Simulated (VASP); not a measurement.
# CdS (F-43m) in VASP: notebook, part 2 of 2

VASP 6.6.1. The steps go on from the part before.

## Step 4: Electric field gradients, PBE, non-collinear spin, zero start, spin-orbit coupling

This run uses another cell than the first one, of 23.18 Å³/atom.

File INCAR:

```
SYSTEM = CdS
ALGO     = Normal         ! electronic algorithm
EDIFF    = 1E-8           ! SCF threshold, eV
ENCUT    = 520            ! plane-wave cutoff, eV
GGA      = PE             ! functional
GGA_COMPAT= .False.      
ISIF     = 2              ! what is computed and relaxed
ISMEAR   = 1              ! smearing method
LASPH    = .True.         ! aspherical terms in the spheres
LCHARG   = .False.        ! write CHGCAR
LEFG     = .True.       
LORBIT   = 11             ! projections on sites
LORBMOM  = .True.       
LREAL    = .False.        ! projectors in reciprocal space
LSORBIT  = .True.         ! spin-orbit coupling
LWAVE    = .False.        ! write WAVECAR
MAGMOM   = 0 0 0 0 0 0    ! initial moments
NBANDS   = 30             ! bands
NELM     = 150            ! most SCF steps
PREC     = Accurate       ! precision mode
SIGMA    = 0.005          ! smearing width, eV
```

File KPOINTS:

```
k-points
0
Gamma
  9 9 9
  0 0 0
```

File POSCAR:

```
CdS
1.0
    0.0000000000      2.8511009115      2.8511009115
    2.8511009115      0.0000000000      2.8511009115
    2.8511009115      2.8511009115      0.0000000000
Cd S
1 1
Direct
    0.0000000000      0.0000000000      0.0000000000
    0.7500000000      0.7500000000      0.7500000000
```

Potentials or basis: VASP PAW PBE potentials, release 64 (Cd, S).

On the command line:

```bash
> cat potpaw_PBE.64/Cd/POTCAR potpaw_PBE.64/S/POTCAR > POTCAR
> mpirun -np 1 vasp_ncl > vasp.out
```

OUTCAR:

```text
SYSTEM = CdS
   EDIFF = 1E-8
   ENCUT = 520
   GGA = PE
   ISIF = 2
   ISMEAR = 1
   LASPH = .True.
   LORBIT = 11
   LREAL = .False.
   LSORBIT = .True.
   NELM = 150
   PREC = Accurate

 ion  position               nearest neighbor table
   1  0.000  0.000  0.000-   2 2.47   2 2.47   2 2.47   2 2.47
   2  0.750  0.750  0.750-   1 2.47   1 2.47   1 2.47   1 2.47

  LATTYP: Found a face centered cubic cell.
 ALAT       =     5.7022018230

  Lattice vectors:

 A1 = (   0.0000000000,   2.8511009115,   2.8511009115)
 A2 = (   2.8511009115,   0.0000000000,   2.8511009115)
 A3 = (   2.8511009115,   2.8511009115,   0.0000000000)

Analysis of symmetry for initial positions (statically):
=====================================================================
 Subroutine PRICEL returns:
 Original cell was already a primitive cell.

 Routine SETGRP: Setting up the symmetry group for a
 face centered cubic supercell.

 Subroutine GETGRP returns: Found 24 space group operations
 (whereof 24 operations were pure point group operations)
 out of a pool of 48 trial point group operations.

The static configuration has the point symmetry T_d .

Analysis of symmetry for dynamics (positions and initial velocities):
[... 1084 lines left out ...]
     0.0000000     0.0000000     0.0000000     0.0000000     0.0000000     0.0000000     0.0000000
     0.0000000     0.0000000     0.0000000     0.0000000     0.0000000     0.0000000     0.0000000
     0.0000000     0.0000000     0.0000000     0.0000000     0.0000000     0.0000000     0.0000000

 Ion:    2  E_soc:     -0.0021032
 l=   1
     0.0000000    -0.0003505    -0.0003505
    -0.0003505     0.0000000    -0.0003505
    -0.0003505    -0.0003505     0.0000000
 l=   2
     0.0000000     0.0000000     0.0000000     0.0000000     0.0000000
     0.0000000     0.0000000     0.0000000     0.0000000     0.0000000
     0.0000000     0.0000000     0.0000000     0.0000000     0.0000000
     0.0000000     0.0000000     0.0000000     0.0000000     0.0000000
     0.0000000     0.0000000     0.0000000     0.0000000     0.0000000
 l=   3
     0.0000000     0.0000000     0.0000000     0.0000000     0.0000000     0.0000000     0.0000000
     0.0000000     0.0000000     0.0000000     0.0000000     0.0000000     0.0000000     0.0000000
     0.0000000     0.0000000     0.0000000     0.0000000     0.0000000     0.0000000     0.0000000
     0.0000000     0.0000000     0.0000000     0.0000000     0.0000000     0.0000000     0.0000000
     0.0000000     0.0000000     0.0000000     0.0000000     0.0000000     0.0000000     0.0000000
     0.0000000     0.0000000     0.0000000     0.0000000     0.0000000     0.0000000     0.0000000
     0.0000000     0.0000000     0.0000000     0.0000000     0.0000000     0.0000000     0.0000000

 total charge

# of ion       s       p       d       tot
------------------------------------------
    1        0.442   0.372   9.566  10.380
    2        1.321   2.436   0.000   3.757
--------------------------------------------------
tot          1.762   2.809   9.566  14.137

 magnetization (x)

# of ion       s       p       d       tot
------------------------------------------
    1        0.000   0.000  -0.000  -0.000
    2        0.000   0.000   0.000   0.000
--------------------------------------------------
tot          0.000   0.000  -0.000   0.000

 magnetization (y)

# of ion       s       p       d       tot
------------------------------------------
    1       -0.000   0.000   0.000  -0.000
    2        0.000   0.000   0.000   0.000
--------------------------------------------------
tot         -0.000   0.000   0.000   0.000

 magnetization (z)

# of ion       s       p       d       tot
------------------------------------------
    1        0.000  -0.000  -0.000  -0.000
    2        0.000  -0.000   0.000   0.000
--------------------------------------------------
tot          0.000  -0.000  -0.000  -0.000
```

stdout:

```text
POSCAR found type information on POSCAR CdS
 POSCAR found :  2 types and       2 ions
 scaLAPACK will be used
 LDA part: xc-table for (Slater+PW92), standard interpolation
 POSCAR, INCAR and KPOINTS ok, starting setup
 FFT: planning ... GRIDC
 FFT: planning ... GRID_SOFT
 FFT: planning ... GRID
 WAVECAR not read
 entering main loop
ion   1

ion   2
```

Run time: 5.5 min. Hardware: 1 thread of Intel Xeon 8259CL, shared host; peak memory 0.34 GiB.

What came out:

```yaml
Free_energy: -6.0348 eV
Pressure: 8.5 GPa
Net_moment: 0.00 μB per cell
Largest_electric_field_gradient_by_atom: zero within the noise of the run
Valence_electrons_inside_the_program's_atomic_spheres: Cd 10.38; S 3.76
```

Moments on the atoms (μB; x, y, z):
```
Cd  0.00 0.00 0.00
S   0.00 0.00 0.00
```

Caveat: the cell stands under pressure.

## Step 5: Overview

```csv
spin,cell,smearing,gap on the mesh (eV),pressure (GPa)
off,"a = 4.143 Å, angles 60.0°, 2 atoms",fermi-dirac 0.03 eV,1.12,2.3
off,"a = 4.196 Å, angles 60.0°, 2 atoms",fermi-dirac 0.03 eV,1.04,0.1
"non-collinear, zero start, SOC","a = 4.032 Å, angles 60.0°, 2 atoms",methfessel-paxton 0.005 eV,-,8.5
```

Alike in all rows: task electric field gradients; level PBE; potentials or basis VASP PAW PBE potentials, release 64 (Cd, S); k mesh 9 × 9 × 9; cutoff (eV) 520.

Caveats: the cell stands under pressure (at least some runs).

Absolute energies hang on the potentials; compare differences alone.
